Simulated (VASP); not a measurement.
## ZnS: single point with PBEsol

ZnS:

```
CELL_PARAMETERS angstrom
0.00000 2.73803 2.63136
2.73803 0.00000 2.63136
2.73803 2.73803 0.00000
ATOMIC_POSITIONS crystal
Zn 0.25000 0.25000 0.25000
S 0.00000 0.00000 0.00000
```

```json
{
 "Program": "VASP 6.6.1",
 "Task": "single point",
 "Functional": "PBEsol",
 "Potentials or basis": "VASP PAW PBE potentials, release 64 (Zn, S)",
 "Cutoff": "520 eV",
 "k mesh": "6 × 6 × 6",
 "Occupations": "gaussian, width 0.02 eV",
 "Spin": "no spin polarisation",
 "Dipole correction": "no",
 "Further INCAR settings": "ALGO = Normal; EDIFF = 1e-07; NBANDS = 16"
}
```

```
Pressure               : -1.8 GPa
Band gap on the k mesh : 1.89 eV, direct
```

Stress tensor (GPa, compression positive):
```
-2.32  0.00  0.00
 0.00 -2.32  0.00
 0.00  0.00 -0.73
```

Levels at points of the mesh, in eV from the valence-band top:
```tsv
k point	band 5	band 6	band 7	band 8	band 9	band 10	band 11	band 12	band 13	band 14
(0.00, 0.00, 0.00)	-5.97	-5.95	-0.13	-0.13	0.00	1.89	6.23	6.23	6.24	11.32
(0.50, 0.00, 0.00)	-5.92	-5.76	-5.44	-1.07	-0.85	3.09	6.58	6.95	8.62	11.85
(0.50, 0.50, 0.00)	-5.88	-5.70	-4.53	-2.47	-2.47	3.03	3.62	11.03	11.74	11.74
(0.50, 0.00, 0.50)	-5.89	-5.77	-4.77	-2.30	-2.22	3.22	4.02	10.58	11.59	11.92
```

Run time: 21 s on 1 thread of Intel Xeon 6975P-C, with other jobs on the host, peak memory 0.16 GiB.

Caveat: the PAW data sets were made with another functional, which shifts forces and pressure a little. Expect the measured gap to be larger: semilocal functionals such as PBEsol lack the derivative discontinuity.
